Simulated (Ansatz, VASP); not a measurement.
## One calculation of Cr, two programs

```
CELL_PARAMETERS angstrom
-1.44195 1.44195 1.44195
1.44195 -1.44195 1.44195
1.44195 1.44195 -1.44195
ATOMIC_POSITIONS crystal
Cr 0.00000 0.00000 0.00000
```

Alike in both runs: task relaxation of cell and atoms; functional revPBE; k mesh 15 × 15 × 15; occupations fermi-dirac, width 0.1 eV; no spin polarisation.

|  | VASP | Ansatz |
| --- | --- | --- |
| version | VASP 6.6.1 | Ansatz 0.2.0 |
| potentials or method | VASP PAW PBE potentials, release 64 (Cr_pv), cutoff 600 eV | plane waves (420 eV) with PAW, scalar-relativistic |
| valence electrons in the cell | 12 | 14 |

```csv
,VASP,Ansatz,Ansatz less VASP
relaxed volume (Å³/atom),11.71,11.73,+0.020
relaxed cell length with the largest relative difference (Å),2.478,2.479,+0.0014
```

VASP's potentials were made for PBE, not for revPBE. VASP's potentials hold 12 valence electrons a cell and Ansatz's 14, so a difference there can come from the potentials and not from the codes.
